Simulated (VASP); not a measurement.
# CuMoH6 (P-6m2) in VASP: notebook

CuMoH6 is run at these levels: PBE; tasks: single point, relaxation of cell and atoms.

Program: VASP 6.6.1. These are calculated values, not measurements. Logs are shortened: lines on timing, memory, paths and dates and some standing lists are left out, and cuts for length are marked.

### 1 The cell of the first run

Symmetry: P-6m2, No. 187, hexagonal system. Conventional cell: a = 4.238 Å, b = 4.238 Å, c = 4.328 Å, α = 90.00°, β = 90.00°, γ = 120.00°. Cu (site symmetry -6m2) has 8 H at 2.16 to 2.48 Å within 2.9 Å. Within 1.8 Å of H (site symmetry mm2) lie 2 H at 1.37 Å and 1 Mo at 1.66 Å. Within 1.1 Å of H (site symmetry 3m) lie 1 H at 0.83 Å. Within 3.1 Å of H (site symmetry -6m2) lie 12 H at 2.16 to 3.01 Å and 2 Cu at 2.16 Å and 3 Mo at 2.45 Å. Within 2.2 Å of Mo (site symmetry -6m2) lie 5 H at 1.66 to 1.75 Å.

The cell was built from a structure type or drawn by symmetry, and may not be a known phase.

### 2 Single point, PBE

Input file INCAR:

```
PREC = Accurate
ENCUT = 600
EDIFF = 1E-6
ISMEAR = 0
SIGMA = 0.1
LREAL = False
LASPH = True
NELM = 120
ALGO = Normal
ISIF = 2
LWAVE = False
LCHARG = False
GGA = PE
NBANDS = 26
GGA_COMPAT = False
```

Input file KPOINTS:

```
regular mesh
0
Gamma
  6 6 4
```

Input file POSCAR:

```
CuMoH6
1.0
    4.2377618035      0.0000000000      0.0000000000
   -2.1188809017      3.6700093770      0.0000000000
    0.0000000000      0.0000000000      4.3278820785
Cu H Mo
1 6 1
Direct
    0.0000000000      0.0000000000      0.0000000000
    0.5591727059      0.4408272941      0.5000000000
    0.5591727059      0.1183454117      0.5000000000
    0.8816545883      0.4408272941      0.5000000000
    0.3333333333      0.6666666667      0.0963426351
    0.3333333333      0.6666666667      0.9036573649
    0.0000000000      0.0000000000      0.5000000000
    0.3333333333      0.6666666667      0.5000000000
```

Potentials or basis: VASP PAW PBE potentials, release 64 (Cu, H, Mo_sv).

On the command line:

```sh
$ cat potpaw_PBE.64/Cu/POTCAR potpaw_PBE.64/H/POTCAR potpaw_PBE.64/Mo_sv/POTCAR > POTCAR
$ mpirun -np 1 vasp_std > vasp.out
```

OUTCAR:

```text
PREC = Accurate
   ENCUT = 600
   EDIFF = 1E-6
   ISMEAR = 0
   LREAL = False
   LASPH = True
   NELM = 120
   ISIF = 2
   GGA = PE

 ion  position               nearest neighbor table
   1  0.000  0.000  0.000-
   2  0.559  0.441  0.500-   8 1.66
   3  0.559  0.118  0.500-   8 1.66
   4  0.882  0.441  0.500-   8 1.66
   5  0.333  0.667  0.096-   6 0.83   8 1.75
   6  0.333  0.667  0.904-   5 0.83   8 1.75
   7  0.000  0.000  0.500-
   8  0.333  0.667  0.500-   3 1.66   4 1.66   2 1.66   5 1.75   6 1.75

  LATTYP: Found a hexagonal cell.
 ALAT       =     4.2377618035
 C/A-ratio  =     1.0212660077

  Lattice vectors:

 A1 = (   4.2377618035,   0.0000000000,   0.0000000000)
 A2 = (  -2.1188809017,   3.6700093770,   0.0000000000)
 A3 = (   0.0000000000,   0.0000000000,   4.3278820785)

Analysis of symmetry for initial positions (statically):
=====================================================================
 Subroutine PRICEL returns:
 Original cell was already a primitive cell.

 Routine SETGRP: Setting up the symmetry group for a
 hexagonal supercell.

 Subroutine GETGRP returns: Found 12 space group operations
 (whereof 12 operations were pure point group operations)
 out of a pool of 24 trial point group operations.

The static configuration has the point symmetry D_3h.

Analysis of symmetry for dynamics (positions and initial velocities):
=====================================================================
 Subroutine PRICEL returns:
 Original cell was already a primitive cell.

 Routine SETGRP: Setting up the symmetry group for a
 hexagonal supercell.

 Subroutine GETGRP returns: Found 12 space group operations
 (whereof 12 operations were pure point group operations)
 out of a pool of 24 trial point group operations.

The dynamic configuration has the point symmetry D_3h.

 Subroutine INISYM returns: Found 12 space group operations
 (whereof 12 operations are pure point group operations),
 and found     1 'primitive' translations

----------------------------------------------------------------------------------------

                                     Primitive cell

  volume of cell :      67.3099

  direct lattice vectors                    reciprocal lattice vectors
     4.237761803  0.000000000  0.000000000     0.235973622  0.136239434  0.000000000
    -2.118880902  3.670009377  0.000000000     0.000000000  0.272478868  0.000000000
     0.000000000  0.000000000  4.327882079     0.000000000  0.000000000  0.231059900

  length of vectors
     4.237761803  4.237761803  4.327882079     0.272478868  0.272478868  0.231059900

  position of ions in fractional coordinates (direct lattice)
     0.000000000  0.000000000  0.000000000
     0.559172706  0.440827294  0.500000000
     0.559172706  0.118345412  0.500000000
     0.881654588  0.440827294  0.500000000
     0.333333333  0.666666667  0.096342635
     0.333333333  0.666666667  0.903657365
     0.000000000  0.000000000  0.500000000
     0.333333333  0.666666667  0.500000000

  ion indices of the primitive-cell ions
   primitive index   ion index
                 1           1
                 2           2
                 3           3
                 4           4
                 5           5
                 6           6
                 7           7
                 8           8

----------------------------------------------------------------------------------------

 KPOINTS: regular mesh

Automatic generation of k-mesh.
 Grid dimensions read from file:
 generate k-points for:    6    6    4

 Generating k-lattice:

  Cartesian coordinates                     Fractional coordinates (reciprocal lattice)
     0.039328937  0.022706572  0.000000000     0.166666667  0.000000000  0.000000000
     0.000000000  0.045413145  0.000000000     0.000000000  0.166666667  0.000000000
     0.000000000  0.000000000  0.057764975     0.000000000  0.000000000  0.250000000

  Length of vectors
     0.045413145  0.045413145  0.057764975

  Shift w.r.t. Gamma in fractional coordinates (k-lattice)
     0.000000000  0.000000000  0.000000000

 Subroutine IBZKPT returns following result:
 ===========================================

 Found     21 irreducible k-points:

 Following reciprocal coordinates:
            Coordinates               Weight
  0.000000  0.000000  0.000000      1.000000
  0.166667 -0.000000  0.000000      6.000000
  0.333333 -0.000000  0.000000      6.000000
  0.500000 -0.000000  0.000000      3.000000
  0.166667  0.166667  0.000000      6.000000
  0.333333  0.166667  0.000000     12.000000
[... 13 lines left out ...]
  0.333333  0.166667  0.500000     12.000000
  0.333333  0.333333  0.500000      2.000000
   k-points           NKPTS =     21   k-points in BZ     NKDIM =     21   number of bands    NBANDS=     26
   number of dos      NEDOS =    301   number of ions     NIONS =      8
   total plane-waves  NPLWV =  46656
   dimension x,y,z NGX =    36 NGY =   36 NGZ =   36
   dimension x,y,z NGXF=    72 NGYF=   72 NGZF=   72
   ions per type =               1   6   1
   NGX,Y,Z   is equivalent  to a cutoff of  14.12, 14.12, 13.83 a.u.
   NGXF,Y,Z  is equivalent  to a cutoff of  28.25, 28.25, 27.66 a.u.
 SYSTEM =  unknown system
   PREC   = accura    normal or accurate (medium, high low for compatibility)
   ISTART =      0    job   : 0-new  1-cont  2-samecut
   ICHARG =      2    charge: 1-file 2-atom 10-const
   ISPIN  =      1    spin polarized calculation?
   LNONCOLLINEAR =      F non collinear calculations
   LSORBIT =      F    spin-orbit coupling
   LASPH  =      T    aspherical Exc in radial PAW
   ENCUT  =  600.0 eV  44.10 Ry    6.64 a.u.   8.46  8.46  8.64*2*pi/ulx,y,z
   NELM   =    120;   NELMIN=  2; NELMDL= -5     # of ELM steps
   EDIFF  = 0.1E-05   stopping-criterion for ELM
   LREAL  =      F    real-space projection
   EDIFFG = 0.1E-04   stopping-criterion for IOM
   NSW    =      0    number of steps for IOM
   IBRION =     -1    ionic relax: 0-MD 1-quasi-New 2-CG
   NFREE  =      0    steps in history (QN), initial steepest desc. (CG)
   ISIF   =      2    stress and relaxation
   ISYM   =      2    0-nonsym 1-usesym 2-fastsym
   POTIM  = 0.5000    time-step for ionic-motion
   TEBEG  =    0.0;   TEEND  =   0.0 temperature during run
   PSTRESS=    0.0 pullay stress
   NELECT =      31.0000    total number of electrons
   NUPDOWN=      -1.0000    fix difference up-down
   EMIN   =  10.00;   EMAX   =-10.00  energy-range for DOS
   EFERMI =   0.00;   METHOD = LEGACY
   ISMEAR =     0;   SIGMA  =   0.10  broadening in eV -4-tet -1-fermi 0-gaus
   EFERMI_NEDOS =   21; number of points for ismear=-14 and -15
   IALGO  =     38    algorithm
   IMIX   =      4    mixing-type and parameters
     AMIX     =   0.40;   BMIX     =  1.00
     AMIX_MAG =   1.60;   BMIX_MAG =  1.00
  volume/ion in A,a.u.               =       8.41        56.78
  Fermi-wavevector in a.u.,A,eV,Ry     =   1.264258  2.389101 21.746846  1.598348
  Thomas-Fermi vector in A             =   2.397572
   LORBIT       =      0    0 simple, 1 ext, 2 COOP (PROOUT), +10 PAW based schemes
   GGA     = PE    functional components
   LHFCALC =     F    Hartree Fock is set to
   AEXX    =    0.0000 exact exchange contribution
   IVDW    =     0    specifies the selected vdW correction
   LEPSILON=     F    determine dielectric tensor
   LRPA    =     F    only Hartree local field effects (RPA)
 non-spin polarized calculation
 Gauss-broadening in eV      SIGMA  =   0.10
  energy-cutoff  :      600.00
  volume of cell :       67.31
 maximum number of plane-waves:      2334
 NGX is ok and might be reduce to    36
   NGX = 17   NGY = 17   NGZ = 17

 number of electron      30.9999999 magnetization

 Free energy of the ion-electron system (eV)
  ---------------------------------------------------
  ext. energy  EPLUGINS =         0.00000000
  ---------------------------------------------------
  free energy    TOTEN  =       -27.81267445 eV

  energy without entropy =      -27.79759184  energy(sigma->0) =      -27.80513315

 E-fermi :   3.0895     XC(G=0):  -9.9083

 val. band max:        3.0676229129   @ k =   0.3333  -0.0000   0.5000
 cond. band min:       3.1021172335   @ k =   0.5000  -0.0000   0.2500
 fundamental gap:      0.0344943206
 Fermi energy:         3.0895172003

 k-point     1 :       0.0000    0.0000    0.0000
  band No.  band energies     occupation
      1     -57.1049      2.00000
      2     -31.4268      2.00000
      3     -31.2289      2.00000
      4     -31.2289      2.00000
      5      -6.9257      2.00000
      6      -5.0298      2.00000
[... 18 lines left out ...]
     25      13.8529      0.00000
     26      13.8529      0.00000

 k-point     2 :       0.1667   -0.0000    0.0000
  band No.  band energies     occupation
      1     -57.1047      2.00000
      2     -31.4265      2.00000
      3     -31.2338      2.00000
      4     -31.2300      2.00000
      5      -6.7835      2.00000
      6      -4.8428      2.00000
[... 18 lines left out ...]
     25      13.6732      0.00000
     26      13.8808      0.00000

 k-point     3 :       0.3333   -0.0000    0.0000
  band No.  band energies     occupation
      1     -57.1044      2.00000
      2     -31.4259      2.00000
      3     -31.2436      2.00000
      4     -31.2321      2.00000
      5      -6.5096      2.00000
      6      -4.3147      2.00000
[... 18 lines left out ...]
     25      13.3346      0.00000
     26      14.3975      0.00000

 k-point     4 :       0.5000   -0.0000    0.0000
  band No.  band energies     occupation
      1     -57.1042      2.00000
      2     -31.4256      2.00000
      3     -31.2485      2.00000
      4     -31.2332      2.00000
      5      -6.3808      2.00000
      6      -3.8910      2.00000
[... 18 lines left out ...]
     25      12.9816      0.00000
     26      14.3317      0.00000

 k-point     5 :       0.1667    0.1667    0.0000
  band No.  band energies     occupation
      1     -57.1045      2.00000
      2     -31.4261      2.00000
      3     -31.2403      2.00000
      4     -31.2325      2.00000
      5      -6.5773      2.00000
      6      -4.4787      2.00000
[... 18 lines left out ...]
     25      13.5805      0.00000
     26      14.0429      0.00000

 k-point     6 :       0.3333    0.1667    0.0000
  band No.  band energies     occupation
      1     -57.1042      2.00000
      2     -31.4256      2.00000
      3     -31.2461      2.00000
      4     -31.2356      2.00000
      5      -6.3851      2.00000
      6      -3.9450      2.00000
[... 340 lines left out ...]
 k-point    18 :       0.5000   -0.0000    0.5000
  band No.  band energies     occupation
      1     -57.1038      2.00000
      2     -31.4471      2.00000
      3     -31.2478      2.00000
      4     -31.2326      2.00000
      5      -5.0166      2.00000
      6      -3.7894      2.00000
[... 18 lines left out ...]
     25      14.6880      0.00000
     26      17.7601      0.00000

 k-point    19 :       0.1667    0.1667    0.5000
  band No.  band energies     occupation
      1     -57.1040      2.00000
      2     -31.4476      2.00000
      3     -31.2396      2.00000
      4     -31.2319      2.00000
      5      -5.1592      2.00000
      6      -4.4568      2.00000
[... 18 lines left out ...]
     25      14.7809      0.00000
     26      15.6473      0.00000

 k-point    20 :       0.3333    0.1667    0.5000
  band No.  band energies     occupation
      1     -57.1038      2.00000
      2     -31.4471      2.00000
      3     -31.2454      2.00000
      4     -31.2350      2.00000
      5      -5.0191      2.00000
      6      -3.8282      2.00000
[... 18 lines left out ...]
     25      14.6971      0.00000
     26      16.1438      0.00000

 k-point    21 :       0.3333    0.3333    0.5000
  band No.  band energies     occupation
      1     -57.1037      2.00000
      2     -31.4469      2.00000
      3     -31.2439      2.00000
      4     -31.2395      2.00000
      5      -4.9725      2.00000
      6      -3.6362      2.00000
[... 18 lines left out ...]
     25      14.6086      0.00000
     26      14.7335      0.00000

------------------------ aborting loop because EDIFF is reached ----------------------------------------

  FORCE on cell =-STRESS in cart. coord.  units (eV):
  Direction    XX          YY          ZZ          XY          YZ          ZX
  --------------------------------------------------------------------------------------
  -------------------------------------------------------------------------------------
  Total        0.0879248      0.0879248      0.0351427      0.0000000     -0.0000000     -0.0000000
  in kB        2.0928733      2.0928733      0.8365008      0.0000000     -0.0000000     -0.0000000
  external PRESSURE =       1.6740824 kB  Pullay stress =       0.0000000 kB

 VOLUME and BASIS-vectors are now :
 -----------------------------------------------------------------------------
  energy-cutoff  :      600.00
  volume of cell :       67.31
      direct lattice vectors                 reciprocal lattice vectors
     4.237761803  0.000000000  0.000000000     0.235973622  0.136239434  0.000000000
    -2.118880902  3.670009377  0.000000000     0.000000000  0.272478868  0.000000000
     0.000000000  0.000000000  4.327882079     0.000000000  0.000000000  0.231059900

 POSITION                                       TOTAL-FORCE (eV/Angst)
 -----------------------------------------------------------------------------------
      0.00000      0.00000      0.00000        -0.000000     -0.000000      0.000000
      1.43558      1.61784      2.16394        -0.010110      0.005837     -0.000000
      2.11888      0.43433      2.16394        -0.000000     -0.011674     -0.000000
      2.80218      1.61784      2.16394         0.010110      0.005837     -0.000000
     -0.00000      2.44667      0.41696        -0.000000      0.000000     -0.020940
     -0.00000      2.44667      3.91092        -0.000000      0.000000      0.020940
      0.00000      0.00000      2.16394        -0.000000      0.000000      0.000000
     -0.00000      2.44667      2.16394        -0.000000      0.000000      0.000000
 -----------------------------------------------------------------------------------
    total drift:                                0.000000     -0.000000     -0.000000

  FREE ENERGIE OF THE ION-ELECTRON SYSTEM (eV)
  ---------------------------------------------------
  free  energy   TOTEN  =       -27.8126744515 eV

  energy  without entropy=      -27.7975918445  energy(sigma->0) =      -27.80513315
```

Wall time 75 s (1 thread of Intel Xeon Platinum 8259CL at 2.50GHz (Skylake/Cascade Lake), shared host); peak memory 0.22 GiB.

What came out:

| Item | Value |
| --- | --- |
| Free energy | -27.8127 eV |
| Pressure | 0.2 GPa |
| Largest force | 0.021 eV/Å |
| Band gap on the k mesh | zero (an odd number of electrons rules out a gap without spin polarisation) |

Forces in eV/Å, atoms in the order of the input:
```
Cu   0.000  0.000  0.000
H   -0.010  0.006  0.000
H    0.000 -0.012  0.000
H    0.010  0.006  0.000
H    0.000  0.000 -0.021
H    0.000  0.000  0.021
H    0.000  0.000  0.000
Mo   0.000  0.000  0.000
```

Caveat: the k points lie up to 0.36 Å⁻¹ apart, too coarse for converged energies and pressures of a metal.

### 3 Relaxation of cell and atoms, PBE

This run uses another cell than the first one, of 8.40 Å³/atom.

Input file INCAR:

```
  PREC = Accurate
  ENCUT = 600
  EDIFF = 1E-7
  ISMEAR = 0
  SIGMA = 0.1
  LREAL = False
  LASPH = True
  NELM = 120
  ALGO = Normal
  ISIF = 3
  LWAVE = False
  LCHARG = False
  GGA = PE
  IBRION = 2
  NSW = 90
  EDIFFG = -0.04
  GGA_COMPAT = False
  NELMIN = 4
```

Input file KPOINTS:

```
Automatic mesh
0
Gamma
  6 6 4
```

Input file POSCAR:

```
CuMoH6
1.0
    3.7402125200      0.0000000000      0.0000000000
   -1.8701062600      3.2391190600      0.0000000000
    0.0000000000      0.0000000000      5.5443442300
Cu H Mo
1 6 1
Direct
    0.0000000000      0.0000000000      0.0000000000
    0.5512165500      0.4487834500      0.5000000000
    0.5512165500      0.1024331000      0.5000000000
    0.8975669000      0.4487834500      0.5000000000
    0.3333333300      0.6666666700      0.1771238200
    0.3333333300      0.6666666700      0.8228761800
    0.0000000000      0.0000000000      0.5000000000
    0.3333333300      0.6666666700      0.5000000000
```

Potentials or basis: VASP PAW PBE potentials, release 64 (Cu, H, Mo_sv).

On the command line:

```sh
$ cat potpaw_PBE.64/Cu/POTCAR potpaw_PBE.64/H/POTCAR potpaw_PBE.64/Mo_sv/POTCAR > POTCAR
$ mpirun -np 1 vasp_std > vasp.out
```

It took 16 min on 1 thread of Intel Xeon Platinum 8259CL at 2.50GHz (Skylake/Cascade Lake), shared host; peak memory 0.23 GiB.

Results (log left out):

```
Free energy                           : -27.8022 eV
Relaxed volume                        : 8.41 Å³/atom
Relaxed cell                          : a = 4.235 Å, b = 4.235 Å, c = 4.331 Å, α = 90.00°, β = 90.00°, γ = 120.00°
Space group after relaxing (to 0.1 Å) : P-6m2 (No. 187)
Pressure after relaxing               : 0.0 GPa
Largest force after relaxing          : 0.033 eV/Å
Band gap on the k mesh                : zero (an odd number of electrons rules out a gap without spin polarisation)
```

Forces on the atoms (eV/Å):
```
Cu   0.000  0.000  0.000
H   -0.012  0.007  0.000
H    0.000 -0.014  0.000
H    0.012  0.007  0.000
H    0.000  0.000 -0.033
H    0.000  0.000  0.033
H    0.000  0.000  0.000
Mo   0.000  0.000  0.000
```

Final structure:
```cif
data_structure
_symmetry_space_group_name_H-M 'P 1'
_symmetry_Int_Tables_number 1
_cell_length_a 4.2352
_cell_length_b 4.2352
_cell_length_c 4.3307
_cell_angle_alpha 90.000
_cell_angle_beta 90.000
_cell_angle_gamma 120.000
_cell_volume 67.27
loop_
_atom_site_label
_atom_site_type_symbol
_atom_site_fract_x
_atom_site_fract_y
_atom_site_fract_z
_atom_site_occupancy
Cu1 Cu 0.00000 0.00000 0.00000 1
H1 H 0.55928 0.44072 0.50000 1
H2 H 0.55928 0.11856 0.50000 1
H3 H 0.88144 0.44072 0.50000 1
H4 H 0.33333 0.66667 0.09645 1
H5 H 0.33333 0.66667 0.90355 1
H6 H 0.00000 0.00000 0.50000 1
Mo1 Mo 0.33333 0.66667 0.50000 1
```

Levels at points of the mesh, in eV from the Fermi level:
```tsv
k point	band 12	band 13	band 14	band 15	band 16	band 17	band 18	band 19
(0.00, 0.00, 0.00)	-1.88	-1.88	-0.51	0.57	0.57	1.65	3.80	4.42
(0.50, 0.00, 0.00)	-1.74	-1.38	-1.24	-0.31	0.57	2.00	2.79	3.83
(0.00, 0.00, 0.50)	-1.92	-1.58	-1.58	-0.99	0.22	0.22	0.40	5.69
(0.50, 0.00, 0.50)	-1.88	-1.82	-1.72	-1.34	-0.60	-0.36	2.52	3.50
```

Caveat: a cell axis changed by over 15 % at a fixed basis, so the end point is rough.

[end of part 1 of 2]
